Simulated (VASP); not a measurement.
Input of a VASP 6.6.1 run:

File INCAR:

```
SYSTEM = Ti4C
PREC = Accurate ; ENCUT = 520
EDIFF = 1E-7 ; ISMEAR = 0
SIGMA = 0.1 ; LREAL = .FALSE.
LASPH = .TRUE. ; NELM = 100
ALGO = Normal ; ISIF = 2
LWAVE = .FALSE. ; LCHARG = .FALSE.
LDIPOL = .TRUE. ; IDIPOL = 3
DIPOL = 0.5 0.5 0.340 ; GGA = PS
IBRION = 2 ; NSW = 36
EDIFFG = -0.025 ; KPAR = 4
```

The input KPOINTS:

```
Automatic mesh
0
G
  9 7 1
  0 0 0
```

File POSCAR:

```
Ti4C
1.0
    2.8676282151      0.0000000000      0.0000000000
    0.0000000000      4.0554387137      0.0000000000
    0.0000000000      0.0000000000     19.6054200203
Ti C
4 1
Selective dynamics
Direct
    0.5000000000      0.5000000000      0.2040252132  F F F
    0.0000000000      0.0000000000      0.2771587704  F F F
    0.5000000000      0.5000000000      0.3434213386  F F F
    0.0000000000      0.0000000000      0.4134275120  F F F
    0.3333333333      0.4000000000      0.4613734371  F F T
```

Potentials or basis: VASP PAW PBE potentials, release 64 (Ti_sv, C).

Run with:

```sh
$ cat potpaw_PBE.64/Ti_sv/POTCAR potpaw_PBE.64/C/POTCAR > POTCAR
$ mpirun -np 4 vasp_std > vasp.out
```

Question: What does it give for the energy gained by relaxing?

Answer: 233.5 meV/atom.

Question: Predict the band gap on the k mesh.

Answer: Zero (bands 26 and 27 overlap by 0.31 eV).

Final structure:
```
Ti C
1.0
     2.86763    0.00000    0.00000
     0.00000    4.05544    0.00000
     0.00000    0.00000   19.60542
Ti C
4 1
Direct
  0.50000 0.50000 0.20403
  0.00000 0.00000 0.27716
  0.50000 0.50000 0.34342
  0.00000 0.00000 0.41343
  0.33333 0.40000 0.43594
```
